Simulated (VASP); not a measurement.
# GaS: single point with r2SCAN

**What was measured.**

“Vapor-liquid-solid growth of highly-mismatched semiconductor nanowires with high-fidelity van der Waals layer stacking”, 2022, arxiv:2211.03366 quotes, for a bulk crystal of GaS at 300 K: band gap 2.53 eV (indirect).

GaS:

```
Ga S
1.0
     3.57951    0.00000    0.00000
    -1.78975    3.09994    0.00000
     0.00000    0.00000   15.56312
Ga S
4 4
Cartesian
  0.0000 2.0666 2.6721
  1.7898 1.0333 10.4537
  0.0000 2.0666 5.1094
  1.7898 1.0333 12.8910
  0.0000 2.0666 9.3823
  1.7898 1.0333 1.6008
  0.0000 2.0666 13.9623
  1.7898 1.0333 6.1808
```

* Program: VASP 6.6.1
* Task: single point
* Functional: r2SCAN
* Potentials or basis: VASP PAW PBE potentials, release 64 (Ga_d, S)
* Cutoff: 550 eV
* k mesh: 12 × 12 × 2
* Occupations: gaussian, width 0.01 eV
* Spin: no spin polarisation
* Dipole correction: no
* Further INCAR settings: ALGO = Normal; EDIFF = 1e-06; NBANDS = 48

* Pressure: 0.8 GPa
* Largest force: 0.021 eV/Å
* Band gap on the k mesh: 1.92 eV (least direct gap 2.26 eV)

Forces on the atoms (eV/Å):
```
Ga   0.000  0.000  0.009
Ga   0.000  0.000  0.009
Ga   0.000  0.000 -0.009
Ga   0.000  0.000 -0.009
S    0.000  0.000  0.021
S    0.000  0.000  0.021
S    0.000  0.000 -0.021
S    0.000  0.000 -0.021
```

Levels at points of the mesh, in eV from the valence-band top:
```
           k point  band 34  band 35  band 36  band 37  band 38  band 39  band 40  band 41  band 42  band 43
(0.00, 0.00, 0.00)    -1.60    -1.50    -1.50    -1.36     0.00     2.26     2.85     3.39     3.59     4.98
(0.50, 0.00, 0.00)    -2.87    -2.72    -2.44    -2.22    -1.73     1.92     2.18     2.36     2.81     4.42
(0.00, 0.00, 0.50)    -1.53    -1.53    -1.53    -0.66    -0.66     2.62     2.62     3.48     3.48     5.02
(0.50, 0.00, 0.50)    -2.77    -2.64    -2.64    -1.97    -1.97     2.12     2.12     2.50     2.50     4.32
```

Run time: 14 min on 1 thread of Intel(R) Xeon(R) 6975P-C (Granite Rapids) (shared host), peak memory 0.48 GiB.

Measured gap of GaS: 2.53 eV (indirect; 300 K; quoted in “Vapor-liquid-solid growth of highly-mismatched semiconductor nanowires with high-fidelity van der Waals layer stacking”, 2022, arxiv:2211.03366). This calculation gives 1.92 eV (-0.61 eV). 2 values of this kind are on record (2.53 to 2.59 eV); this one was drawn at random. Spin-orbit coupling on Ga is left out. The value is that of r2SCAN on a finite k mesh, which can miss the band edges, without temperature or zero-point motion.

Caveat: the PAW data sets were made with another functional, which shifts forces and pressure a little.
